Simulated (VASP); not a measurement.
Input of a VASP 6.6.1 run:

INCAR

```
SYSTEM = C
PREC     = Accurate       ! precision mode
ENCUT    = 520            ! plane-wave cutoff, eV
EDIFF    = 1E-6           ! SCF threshold, eV
ISMEAR   = 0              ! smearing method
SIGMA    = 0.05           ! smearing width, eV
LREAL    = .FALSE.        ! projectors in reciprocal space
LASPH    = .TRUE.         ! aspherical terms in the spheres
NELM     = 150            ! most SCF steps
ALGO     = Normal         ! electronic algorithm
ISIF     = 2              ! what is computed and relaxed
LWAVE    = .FALSE.        ! write WAVECAR
LCHARG   = .TRUE.         ! write CHGCAR
MAGMOM   = 0 0 0 0 0 0 0 0 0 0 0 0 ! initial moments
LORBIT   = 11             ! projections on sites
LSORBIT  = .TRUE.         ! spin-orbit coupling
GGA_COMPAT= .FALSE.      
LORBMOM  = .TRUE.       
GGA      = PE             ! functional
LVHAR    = .TRUE.       
NBANDS   = 30             ! bands
```

The input KPOINTS:

```
Automatic mesh
0
G
  10 10 4
  0 0 0
```

Contents of POSCAR:

```
C
1.0
    2.4657492112      0.0000000000      0.0000000000
   -1.2328746056      2.1354014562      0.0000000000
    0.0000000000      0.0000000000      8.4325581888
C
4
Direct
    0.0000000000      0.0000000000      0.2500000000
    0.0000000000      0.0000000000      0.7500000000
    0.3333333333      0.6666666667      0.2500000000
    0.6666666667      0.3333333333      0.7500000000
```

Potentials or basis: VASP PAW PBE potentials, release 64 (C).

The run is started by

```console
$ cat potpaw_PBE.64/C/POTCAR > POTCAR
$ mpirun -np 1 vasp_ncl > vasp.out
```

Question: Predict the net moment.

Answer: 0.00 μB per cell.

Question: Predict the pressure.

Answer: 0.5 GPa.

Moments on the atoms (μB; x, y, z):
```
C   0.00 0.00 0.00
C   0.00 0.00 0.00
C   0.00 0.00 0.00
C   0.00 0.00 0.00
```

Caveat: this functional lacks dispersion, which binds the layers, so the pressure and a relaxed spacing across them are unreliable.
